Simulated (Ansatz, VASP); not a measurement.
One calculation of Be2C, two programs

INCAR

```
SYSTEM = Be2C
PREC = Accurate ; ENCUT = 600
EDIFF = 1E-7 ; ISMEAR = 0
SIGMA = 0.01 ; LREAL = .FALSE.
LASPH = .TRUE. ; NELM = 120
ALGO = Normal ; ISIF = 3
LWAVE = .FALSE. ; LCHARG = .FALSE.
IBRION = 2 ; NSW = 80
EDIFFG = -0.01 ; GGA_COMPAT = .FALSE.
NELMIN = 4
```

KPOINTS

```
Automatic mesh
0
G
  6 6 6
  0 0 0
```

The input POSCAR:

```
Be2C
1.0
    0.0000000000      2.1650000000      2.1650000000
    2.1650000000      0.0000000000      2.1650000000
    2.1650000000      2.1650000000      0.0000000000
Be C
2 1
Direct
    0.2500000000      0.2500000000      0.2500000000
    0.7500000000      0.7500000000      0.7500000000
    0.0000000000      0.0000000000      0.0000000000
```

Input for Ansatz:

```yaml
crystal:
  lattice:
    - [0.0, 2.165, 2.165]
    - [2.165, 0.0, 2.165]
    - [2.165, 2.165, 0.0]
  atoms:
    - { symbol: Be, position: [0.25, 0.25, 0.25] }
    - { symbol: Be, position: [0.75, 0.75, 0.75] }
    - { symbol: C, position: [0.0, 0.0, 0.0] }
basis:
  ecutwfc: 450.0
kpoints:
  mp_grid:
    grid: [6, 6, 6]
hamiltonian:
  xc: lda
  dispersion: none
scf:
  occupations:
    method: fixed
relax:
  cell: {}
```

Alike in both runs: task relaxation of cell and atoms; functional LDA; k mesh 6 × 6 × 6; no spin polarisation.

|  | VASP | Ansatz |
| --- | --- | --- |
| version | VASP 6.6.1 | Ansatz 0.2.0 |
| potentials or method | VASP PAW LDA potentials, release 64 (Be, C), cutoff 600 eV | plane waves, PAW |
| occupations | gaussian, width 0.01 eV | fixed |
| valence electrons in the cell | 8 | 8 |

```tsv
	VASP	Ansatz	Ansatz less VASP
relaxed volume (Å³/atom)	6.49	6.48	-0.014
relaxed cell length with the largest relative difference (Å)	3.020	3.018	-0.0021
```

LDA's correlation is that of Perdew and Zunger in VASP and of Perdew and Wang (1992) in Ansatz.
